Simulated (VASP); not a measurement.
A run of VASP 6.6.1:

Contents of INCAR:

```
SYSTEM = WS2
  PREC = Accurate
  ENCUT = 520
  EDIFF = 1E-6
  ISMEAR = 0
  SIGMA = 0.02
  LREAL = .FALSE.
  LASPH = .TRUE.
  NELM = 80
  ALGO = Normal
  ISIF = 2
  LWAVE = .FALSE.
  LCHARG = .FALSE.
  GGA = PS
  IVDW = 12
  NBANDS = 20
```

File KPOINTS:

```
regular mesh
0
G
  12 12 2
  0 0 0
```

File POSCAR:

```
WS2
1.0
    3.1835163552      0.0000000000      0.0000000000
   -1.5917581776      2.7570060369      0.0000000000
    0.0000000000      0.0000000000     16.9505778900
W S
1 2
Direct
    0.3333333333      0.6666666667      0.0000000000
    0.6666666667      0.3333333333      0.9085133469
    0.6666666667      0.3333333333      0.0914866531
```

Potentials or basis: VASP PAW PBE potentials, release 64 (W_sv, S).

Run with:

```bash
$ cat potpaw_PBE.64/W_sv/POTCAR potpaw_PBE.64/S/POTCAR > POTCAR
$ mpirun -np 1 vasp_std > vasp.out
```

Hardware: 1 thread of Intel(R) Xeon(R) 6975P-C (Granite Rapids), on a shared host.

Estimate the wall time of this run.

Wall time 69 s on 1 thread of Intel(R) Xeon(R) 6975P-C (Granite Rapids), with other jobs on the host, peak memory 0.31 GiB. Counts: scf iterations 22, k points 38.
